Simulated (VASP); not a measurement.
NaI: single point with r2SCAN

Crystal: NaI.

```xyz
2
Lattice="0.0000 3.2297 3.2297 3.2297 0.0000 3.2297 3.2297 3.2297 0.0000" Properties=species:S:1:pos:R:3 pbc="T T T"
Na    0.0000    0.0000    0.0000
I     3.2297    3.2297    3.2297
```

| Property | Result |
| --- | --- |
| Program | VASP 6.6.1 |
| Task | single point |
| Functional | r2SCAN |
| Potentials or basis | VASP PAW PBE potentials, release 64 (Na_pv, I) |
| Cutoff | 520 eV |
| k mesh | 6 × 6 × 6 |
| Occupations | gaussian, width 0.01 eV |
| Spin | no spin polarisation |

```
Pressure               : -0.1 GPa
Band gap on the k mesh : 4.46 eV
```

Levels at points of the mesh, in eV from the valence-band top:
```tsv
k point	band 3	band 4	band 5	band 6	band 7	band 8	band 9	band 10	band 11	band 12
(0.00, 0.00, 0.00)	-23.24	-11.36	0.00	0.00	0.00	4.46	8.47	8.47	8.47	10.34
(0.50, 0.00, 0.00)	-23.24	-11.02	-2.21	-0.30	-0.30	5.70	8.08	8.08	9.83	11.07
(0.50, 0.50, 0.00)	-23.25	-10.94	-1.95	-0.77	-0.77	5.23	6.01	10.77	12.19	12.33
```

Wall time 61 s on 1 thread of AMD EPYC 7R13 Processor (Zen 3) (shared host), peak memory 0.18 GiB.

Caveat: the PAW data sets were made with another functional, which shifts forces and pressure a little; spin-orbit coupling is left out, which moves the levels of the heavy elements.
